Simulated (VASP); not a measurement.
# SnO in VASP: further runs

Runs on SnO. Level: PBE+D3(BJ). Tasks: single point.

Program: VASP 6.6.1. These are calculated values, not measurements. Logs are shortened: lines on timing, memory, paths and dates and some standing lists are left out, and cuts for length are marked.

## (1) The cell of the first run

The cell holds a slab with vacuum, 8 atoms: a = 3.820 Å, b = 3.820 Å, c = 22.226 Å, α = 90.00°, β = 90.00°, γ = 90.00°.

## (2) Single point, PBE+D3(BJ) (layers slid over each other)

Input file INCAR:

```
PREC = Accurate ; ENCUT = 520
EDIFF = 1E-7 ; ISMEAR = 0
SIGMA = 0.05 ; LREAL = F
LASPH = T ; NELM = 60
ALGO = Normal ; ISIF = 2
LWAVE = F ; LCHARG = F
LDIPOL = T ; IDIPOL = 3
DIPOL = 0.5 0.5 0.399 ; GGA = PE
IVDW = 12 ; NBANDS = 50
```

Input file KPOINTS:

```
Automatic mesh
0
Gamma
  7 7 1
```

Input file POSCAR:

```
SnO
1.0
    3.8201528477      0.0002954339      0.0000000000
   -0.0003145169      3.8201528461      0.0000000000
    0.0000000000      0.0000000000     22.2260749922
Sn O
4 4
Direct
    0.9999452930      0.9999452930      0.2024648977
    0.4999452930      0.4999452930      0.3087831522
    0.4999452930      0.8749452930      0.4887519501
   -0.0000547070      0.3749452930      0.5950702046
    0.9999461076      0.4999461076      0.2556240249
    0.4999461076      0.9999461076      0.2556240249
    0.4999461076      0.3749461076      0.5419110773
   -0.0000538924      0.8749461076      0.5419110773
```

Potentials or basis: VASP PAW PBE potentials, release 64 (Sn_d, O).

Launch:

```console
> cat potpaw_PBE.64/Sn_d/POTCAR potpaw_PBE.64/O/POTCAR > POTCAR
> mpirun -np 1 vasp_std > vasp.out
```

OUTCAR:

```text
PREC = Accurate
   ENCUT = 520
   EDIFF = 1E-7
   ISMEAR = 0
   LREAL = F
   LASPH = T
   NELM = 60
   ISIF = 2
   GGA = PE
   IVDW = 12
 IVDW          = 12

 ion  position               nearest neighbor table
   1  1.000  1.000  0.202-   5 2.25   6 2.25   5 2.25   6 2.25   2 3.59   2 3.59   2 3.59   2 3.59

   2  0.500  0.500  0.309-   6 2.25   5 2.25   6 2.25   5 2.25   1 3.59   1 3.59   1 3.59   1 3.59

   3  0.500  0.875  0.489-   7 2.25   8 2.25   7 2.25   8 2.25   4 3.59   4 3.59   4 3.59   4 3.59

   4  1.000  0.375  0.595-   8 2.25   7 2.25   8 2.25   7 2.25   3 3.59   3 3.59   3 3.59   3 3.59

   5  1.000  0.500  0.256-   1 2.25   2 2.25   1 2.25   2 2.25
   6  0.500  1.000  0.256-   1 2.25   2 2.25   1 2.25   2 2.25
   7  0.500  0.375  0.542-   3 2.25   4 2.25   3 2.25   4 2.25
   8  1.000  0.875  0.542-   3 2.25   4 2.25   3 2.25   4 2.25

  LATTYP: Found a simple tetragonal cell.
 ALAT       =     3.8201528591
 C/A-ratio  =     5.8181114243

  Lattice vectors:

 A1 = (   3.8201528477,   0.0002954339,   0.0000000000)
 A2 = (  -0.0003145169,   3.8201528461,   0.0000000000)
 A3 = (   0.0000000000,   0.0000000000,  22.2260749922)

Analysis of symmetry for initial positions (statically):
=====================================================================
 Subroutine PRICEL returns:
 Original cell was already a primitive cell.

 Routine SETGRP: Setting up the symmetry group for a
 simple tetragonal supercell.

 Subroutine GETGRP returns: Found  4 space group operations
 (whereof  1 operations were pure point group operations)
 out of a pool of 16 trial point group operations.

The static configuration has the point symmetry C_1 .
 The point group associated with its full space group is C_2h.

Analysis of symmetry for dynamics (positions and initial velocities):
=====================================================================
 Subroutine PRICEL returns:
 Original cell was already a primitive cell.

 Routine SETGRP: Setting up the symmetry group for a
 simple tetragonal supercell.

 Subroutine GETGRP returns: Found  4 space group operations
 (whereof  1 operations were pure point group operations)
 out of a pool of 16 trial point group operations.

The dynamic configuration has the point symmetry C_1 .
 The point group associated with its full space group is C_2h.

 Subroutine INISYM returns: Found  4 space group operations
 (whereof  1 operations are pure point group operations),
 and found     1 'primitive' translations

----------------------------------------------------------------------------------------

                                     Primitive cell

  volume of cell :     324.3577

  direct lattice vectors                    reciprocal lattice vectors
     3.820152848  0.000295434  0.000000000     0.261769629  0.000021552  0.000000000
    -0.000314517  3.820152846  0.000000000    -0.000020244  0.261769629  0.000000000
     0.000000000  0.000000000 22.226074992     0.000000000  0.000000000  0.044992199

  length of vectors
     3.820152859  3.820152859 22.226074992     0.261769630  0.261769630  0.044992199

  position of ions in fractional coordinates (direct lattice)
     0.999945293  0.999945293  0.202464898
     0.499945293  0.499945293  0.308783152
     0.499945293  0.874945293  0.488751950
     0.999945293  0.374945293  0.595070205
     0.999946108  0.499946108  0.255624025
     0.499946108  0.999946108  0.255624025
     0.499946108  0.374946108  0.541911077
     0.999946108  0.874946108  0.541911077

  ion indices of the primitive-cell ions
   primitive index   ion index
                 1           1
                 2           2
                 3           3
                 4           4
                 5           5
                 6           6
                 7           7
                 8           8

----------------------------------------------------------------------------------------

 KPOINTS: Automatic mesh

Automatic generation of k-mesh.
 Grid dimensions read from file:
 generate k-points for:    7    7    1

 Generating k-lattice:

  Cartesian coordinates                     Fractional coordinates (reciprocal lattice)
     0.037395661  0.000003079  0.000000000     0.142857143  0.000000000  0.000000000
    -0.000002892  0.037395661  0.000000000     0.000000000  0.142857143  0.000000000
     0.000000000  0.000000000  0.044992199     0.000000000  0.000000000  1.000000000

  Length of vectors
     0.037395661  0.037395661  0.044992199

  Shift w.r.t. Gamma in fractional coordinates (k-lattice)
     0.000000000  0.000000000  0.000000000

 Subroutine IBZKPT returns following result:
 ===========================================

 Found     16 irreducible k-points:

 Following reciprocal coordinates:
            Coordinates               Weight
  0.000000  0.000000  0.000000      1.000000
  0.142857  0.000000  0.000000      2.000000
  0.000000  0.142857  0.000000      2.000000
  0.285714 -0.000000  0.000000      2.000000
  0.000000  0.285714  0.000000      2.000000
  0.428571 -0.000000  0.000000      2.000000
[... 8 lines left out ...]
 -0.285714  0.428571  0.000000      4.000000
  0.428571  0.428571  0.000000      4.000000
   k-points           NKPTS =     16   k-points in BZ     NKDIM =     16   number of bands    NBANDS=     50
   number of dos      NEDOS =    301   number of ions     NIONS =      8
   total plane-waves  NPLWV = 131712
   dimension x,y,z NGX =    28 NGY =   28 NGZ =  168
   dimension x,y,z NGXF=    56 NGYF=   56 NGZF=  336
   ions per type =               4   4
   NGX,Y,Z   is equivalent  to a cutoff of  12.19, 12.19, 12.57 a.u.
   NGXF,Y,Z  is equivalent  to a cutoff of  24.37, 24.37, 25.13 a.u.
 SYSTEM =  unknown system
   PREC   = accura    normal or accurate (medium, high low for compatibility)
   ISTART =      0    job   : 0-new  1-cont  2-samecut
   ICHARG =      2    charge: 1-file 2-atom 10-const
   ISPIN  =      1    spin polarized calculation?
   LNONCOLLINEAR =      F non collinear calculations
   LSORBIT =      F    spin-orbit coupling
   LASPH  =      T    aspherical Exc in radial PAW
   ENCUT  =  520.0 eV  38.22 Ry    6.18 a.u.   7.10  7.10 41.33*2*pi/ulx,y,z
   NELM   =     60;   NELMIN=  2; NELMDL= -5     # of ELM steps
   EDIFF  = 0.1E-06   stopping-criterion for ELM
   LREAL  =      F    real-space projection
   EDIFFG = 0.1E-05   stopping-criterion for IOM
   NSW    =      0    number of steps for IOM
   IBRION =     -1    ionic relax: 0-MD 1-quasi-New 2-CG
   NFREE  =      0    steps in history (QN), initial steepest desc. (CG)
   ISIF   =      2    stress and relaxation
   ISYM   =      2    0-nonsym 1-usesym 2-fastsym
   POTIM  = 0.5000    time-step for ionic-motion
   TEBEG  =    0.0;   TEEND  =   0.0 temperature during run
   PSTRESS=    0.0 pullay stress
   NELECT =      80.0000    total number of electrons
   NUPDOWN=      -1.0000    fix difference up-down
   EMIN   =  10.00;   EMAX   =-10.00  energy-range for DOS
   EFERMI =   0.00;   METHOD = LEGACY
   ISMEAR =     0;   SIGMA  =   0.05  broadening in eV -4-tet -1-fermi 0-gaus
   EFERMI_NEDOS =   21; number of points for ismear=-14 and -15
   IALGO  =     38    algorithm
   IMIX   =      4    mixing-type and parameters
     AMIX     =   0.40;   BMIX     =  1.00
     AMIX_MAG =   1.60;   BMIX_MAG =  1.00
  volume/ion in A,a.u.               =      40.54       273.61
  Fermi-wavevector in a.u.,A,eV,Ry     =   1.026668  1.940121 14.341186  1.054047
  Thomas-Fermi vector in A             =   2.160573
   LORBIT       =      0    0 simple, 1 ext, 2 COOP (PROOUT), +10 PAW based schemes
   GGA     = PE    functional components
   LHFCALC =     F    Hartree Fock is set to
   AEXX    =    0.0000 exact exchange contribution
   IVDW    =    12    specifies the selected vdW correction
   LEPSILON=     F    determine dielectric tensor
   LRPA    =     F    only Hartree local field effects (RPA)
 non-spin polarized calculation
 Gauss-broadening in eV      SIGMA  =   0.05
  energy-cutoff  :      520.00
  volume of cell :      324.36
 maximum number of plane-waves:      8769
   NGX = 15   NGY = 15   NGZ = 83

 dipolmoment           0.000000      0.000000     -0.000001 electrons x Angstroem

 number of electron      79.9999970 magnetization

 dipolmoment           0.000000      0.000000      0.000000 electrons x Angstroem

 Free energy of the ion-electron system (eV)
  ---------------------------------------------------
  ext. energy  EPLUGINS =         0.00000000
  ---------------------------------------------------
  free energy    TOTEN  =       -45.15624234 eV

  energy without entropy =      -45.15624234  energy(sigma->0) =      -45.15624234

 E-fermi :   0.1674     XC(G=0):  -5.2935

 val. band max:       -0.1430804580   @ k =   0.1429   0.0000   0.0000
 cond. band min:       2.1646552811   @ k =   0.4286  -0.0000   0.0000
 fundamental gap:      2.3077357391
 Fermi energy:         0.1673618711

 k-point     1 :       0.0000    0.0000    0.0000
  band No.  band energies     occupation
      1     -21.0512      2.00000
      2     -21.0512      2.00000
      3     -20.6907      2.00000
      4     -20.6907      2.00000
      5     -20.6537      2.00000
      6     -20.6532      2.00000
[... 42 lines left out ...]
     49       5.2284      0.00000
     50       5.2527      0.00000

 k-point     2 :       0.1429    0.0000    0.0000
  band No.  band energies     occupation
      1     -21.0423      2.00000
      2     -21.0423      2.00000
      3     -20.6913      2.00000
      4     -20.6913      2.00000
      5     -20.6550      2.00000
      6     -20.6542      2.00000
[... 734 lines left out ...]
 k-point    16 :       0.4286    0.4286    0.0000
  band No.  band energies     occupation
      1     -20.9922      2.00000
      2     -20.9920      2.00000
      3     -20.9783      2.00000
      4     -20.9781      2.00000
      5     -20.6579      2.00000
      6     -20.6577      2.00000
[... 42 lines left out ...]
     49       6.2577      0.00000
     50       6.3544      0.00000

------------------------ aborting loop because EDIFF is reached ----------------------------------------

 vacuum level on the upper side and lower side of the slab       (xc-potential included)        -0.129        -0.129

 Edisp (eV)   -1.25507

 E8    (eV) :    -0.5550

  FORCE on cell =-STRESS in cart. coord.  units (eV):
  Direction    XX          YY          ZZ          XY          YZ          ZX
  --------------------------------------------------------------------------------------
  -------------------------------------------------------------------------------------
  Total       0.20933     0.32358     0.06151    -0.00001     0.27403    -0.00002
  in kB       1.03400     1.59834     0.30384    -0.00005     1.35357    -0.00011
  external pressure =        0.98 kB  Pullay stress =        0.00 kB

 VOLUME and BASIS-vectors are now :
 -----------------------------------------------------------------------------
  energy-cutoff  :      520.00
  volume of cell :      324.36
      direct lattice vectors                 reciprocal lattice vectors
     3.820152848  0.000295434  0.000000000     0.261769629  0.000021552  0.000000000
    -0.000314517  3.820152846  0.000000000    -0.000020244  0.261769629  0.000000000
     0.000000000  0.000000000 22.226074992     0.000000000  0.000000000  0.044992199

 POSITION                                       TOTAL-FORCE (eV/Angst)
 -----------------------------------------------------------------------------------
      3.81963      3.82024      4.50000         0.000000     -0.005185     -0.079560
      1.90971      1.91002      6.86304         0.000003     -0.032544      0.096861
      1.90959      3.34257     10.86304        -0.000003      0.032544     -0.096861
      3.81983      1.43264     13.22607        -0.000000      0.005185      0.079560
      3.81979      1.91017      5.68152        -0.000001      0.010335      0.007937
      1.90956      3.82009      5.68152         0.000002     -0.025826      0.006274
      1.90975      1.43250     12.04456        -0.000002      0.025826     -0.006274
      3.81967      3.34272     12.04456         0.000001     -0.010335     -0.007937
 -----------------------------------------------------------------------------------
    total drift:                               -0.013937     -0.013940      0.000009

  FREE ENERGIE OF THE ION-ELECTRON SYSTEM (eV)
  ---------------------------------------------------
  free  energy   TOTEN  =       -46.4113132216 eV

  energy  without entropy=      -46.4113132216  energy(sigma->0) =      -46.41131322

 vacuum level on the upper side and lower side of the slab         4.819         4.819
```

Run time: 3.1 min. Hardware: 1 thread of Intel Xeon Platinum 8481C at 2.70GHz (Sapphire Rapids), shared host; peak memory 0.44 GiB.

Results:

- Free energy: -46.4113 eV
- Largest force: 0.102 eV/Å
- Band gap on the k mesh: 2.31 eV (least direct gap 2.52 eV)
- Dispersion energy per atom: -0.157 eV

Forces on the atoms (eV/Å):
```
Sn   0.000 -0.005 -0.080
Sn   0.000 -0.033  0.097
Sn   0.000  0.033 -0.097
Sn   0.000  0.005  0.080
O    0.000  0.010  0.008
O    0.000 -0.026  0.006
O    0.000  0.026 -0.006
O    0.000 -0.010 -0.008
```

Levels at points of the mesh, in eV from the valence-band top:
| k point | band 38 | band 39 | band 40 | band 41 | band 42 | band 43 |
| --- | --- | --- | --- | --- | --- | --- |
| (0.00, 0.00, 0.00) | -2.00 | -0.70 | -0.03 | 2.49 | 2.81 | 2.81 |

Caveat: the cell differs from its parent crystal (layers slid over each other); spin-orbit coupling is left out, which moves the levels of the heavy elements.

## (3) Single point, PBE+D3(BJ) (layers slid over each other)

Input file INCAR:

```
SYSTEM = SnO
ALGO = Normal
DIPOL = 0.5 0.5 0.399
EDIFF = 1E-6
ENCUT = 520
GGA = PE
IDIPOL = 3
ISIF = 2
ISMEAR = 0
IVDW = 12
LASPH = .True.
LCHARG = .True.
LDIPOL = .True.
LELF = .True.
LREAL = .False.
LVACPOTAV = .True.
LVHAR = .True.
LWAVE = .False.
NBANDS = 50
NELM = 80
PREC = Accurate
SIGMA = 0.05
```

Input file KPOINTS:

```
k-points
0
Gamma
  7 7 1
  0 0 0
```

Input file POSCAR:

```
SnO
1.0
    3.8201528477      0.0002954339      0.0000000000
   -0.0003145169      3.8201528461      0.0000000000
    0.0000000000      0.0000000000     22.2260749922
Sn O
4 4
Direct
    0.9999452930      0.9999452930      0.2024648977
    0.4999452930      0.4999452930      0.3087831522
    0.4999452930      0.6249452930      0.4887519501
   -0.0000547070      0.1249452930      0.5950702046
    0.9999461076      0.4999461076      0.2556240249
    0.4999461076      0.9999461076      0.2556240249
    0.4999461076      0.1249461076      0.5419110773
   -0.0000538924      0.6249461076      0.5419110773
```

Potentials or basis: VASP PAW PBE potentials, release 64 (Sn_d, O).

Launch:

```console
> cat potpaw_PBE.64/Sn_d/POTCAR potpaw_PBE.64/O/POTCAR > POTCAR
> mpirun -np 1 vasp_std > vasp.out
```

It took 6 min on 1 thread of Intel Xeon Platinum 8488C (Sapphire Rapids), shared host; peak memory 0.44 GiB.

It converged, with:

- Free energy: -46.3415 eV
- Largest force: 0.083 eV/Å
- Band gap on the k mesh: 2.23 eV (least direct gap 2.47 eV)
- Dispersion energy per atom: -0.157 eV

Forces in eV/Å, atoms in the order of the input:
```
Sn   0.000 -0.006 -0.083
Sn   0.000 -0.038 -0.050
Sn   0.000  0.038  0.050
Sn   0.000  0.006  0.083
O    0.000  0.012 -0.005
O    0.000 -0.030 -0.006
O    0.000  0.030  0.006
O    0.000 -0.012  0.005
```

Levels at points of the mesh, in eV from the valence-band top:
```tsv
k point	band 36	band 37	band 38	band 39	band 40	band 41	band 42	band 43	band 44	band 45
(0.00, 0.00, 0.00)	-2.02	-2.02	-2.02	-0.76	-0.05	2.45	2.78	2.79	3.86	4.81
```

Caveat: the cell differs from its parent crystal (layers slid over each other); spin-orbit coupling is left out, which moves the levels of the heavy elements.
